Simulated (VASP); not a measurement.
A run of VASP 6.6.1 is set up as follows.

The input POSCAR:

```
CaAu3
1.0
    0.0000000000      3.4702682555      3.4702682555
    3.4702682555      0.0000000000      3.4702682555
    3.4702682555      3.4702682555      0.0000000000
Ca Au
1 3
Direct
    0.0000000000      0.0000000000      0.0000000000
    0.2500000000      0.2500000000      0.2500000000
    0.7500000000      0.7500000000      0.7500000000
    0.5000000000      0.5000000000      0.5000000000
```

INCAR.step1

```
PREC = Accurate
ENCUT = 520
ISMEAR = 0
SIGMA = 0.1
LREAL = F
LASPH = T
NELM = 100
NBANDS = 30
GGA = PE
ALGO = Normal
EDIFF = 1E-4
LWAVE = T
LCHARG = F
```

Contents of INCAR.step2:

```
PREC = Accurate
ENCUT = 520
EDIFF = 1E-7
ISMEAR = 0
SIGMA = 0.1
LREAL = F
LASPH = T
NELM = 100
ALGO = Normal
ISIF = 2
LWAVE = F
LCHARG = F
METAGGA = R2SCAN
LMIXTAU = T
NBANDS = 30
ISTART = 1
```

File KPOINTS:

```
regular mesh
0
Gamma
  10 10 10
```

Potentials or basis: VASP PAW PBE potentials, release 64 (Ca_sv, Au).

Command:

```bash
$ cat potpaw_PBE.64/Ca_sv/POTCAR potpaw_PBE.64/Au/POTCAR > POTCAR
$ cp INCAR.step1 INCAR
$ mpirun -np 1 vasp_std > vasp.out
$ cp INCAR.step2 INCAR
$ mpirun -np 1 vasp_std > vasp.out
```

(1) What does it give for the pressure?

Answers

(1) -2.8 GPa.

Caveat: the cell differs from its parent crystal (functional r2SCAN, strained); the PAW data sets were made with another functional, which shifts forces and pressure a little.
